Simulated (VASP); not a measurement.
Runs of VASP 6.6.1 on GaAs. The structure is that of space group F-43m (No. 216), or close to it. The cells are those of the table. 

```tsv
task	cell	gap on the mesh (eV)	pressure (GPa)
single point	a = 3.775 Å, angles 60.0, 60.0, 90.0°, 2 atoms	0.98	(a)
single point	a = 3.928 Å, angles 60.0, 60.0, 90.0°, 2 atoms	0.73	2.4
relaxation of cell and atoms	relaxed to -2 GPa from a = 3.962 Å, angles 60.0, 60.0, 90.0°, 2 atoms	0.29	-2.0
single point	a = 3.859 Å, angles 60.0, 60.0, 90.0°, 2 atoms	1.13	7.5
single point	a = 3.999 Å, angles 60.0, 60.0, 90.0°, 2 atoms	0.32	-1.7
single point	a = 3.825 Å, angles 60.0, 60.0, 90.0°, 2 atoms	(b)	10.5
single point	a = 3.898 Å, angles 60.0, 60.0, 90.0°, 2 atoms	0.91	4.4
```

Alike in all rows: level LDA; potentials or basis VASP PAW LDA potentials, release 64 (Ga_d, As); no spin polarisation; k mesh 8 × 8 × 8; cutoff (eV) 500; smearing gaussian 0.01 eV.

Question: Estimate the missing entries.

Answer: (a) 15.6; (b) 1.07.

Caveats: the cell is relaxed towards a set pressure, so the enthalpy falls and the energy may rise (some runs).

A k mesh can miss the band edges, and the runs leave out spin-orbit coupling on As, Ga.
